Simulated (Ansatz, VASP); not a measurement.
**Ga in VASP and in Ansatz**

```
CELL_PARAMETERS angstrom
2.93367 0.00000 0.00000
-1.46684 2.54063 0.00000
0.00000 0.00000 4.63157
ATOMIC_POSITIONS crystal
Ga 0.33333 0.66667 0.25000
Ga 0.66667 0.33333 0.75000
```

Alike in both runs: task single point; functional LDA; k mesh 14 × 14 × 8; occupations fermi-dirac, width 0.1 eV; no spin polarisation.

|  | VASP | Ansatz |
| --- | --- | --- |
| version | VASP 6.6.1 | Ansatz 0.2.0 |
| potentials or method | VASP PAW LDA potentials, release 64 (Ga_d), cutoff 520 eV | plane waves (420 eV) with PAW, scalar-relativistic |
| valence electrons in the cell | 26 | 26 |

```tsv
	VASP	Ansatz	Ansatz less VASP
pressure (GPa)	0.2	0.2	-0.05
traceless stress, the component that is largest in VASP (GPa)	0.21	0.21	-0.005
```

Ansatz warns that its potentials were made for another functional, while VASP's fit it. LDA's correlation is that of Perdew and Zunger in VASP and of Perdew and Wang (1992) in Ansatz.
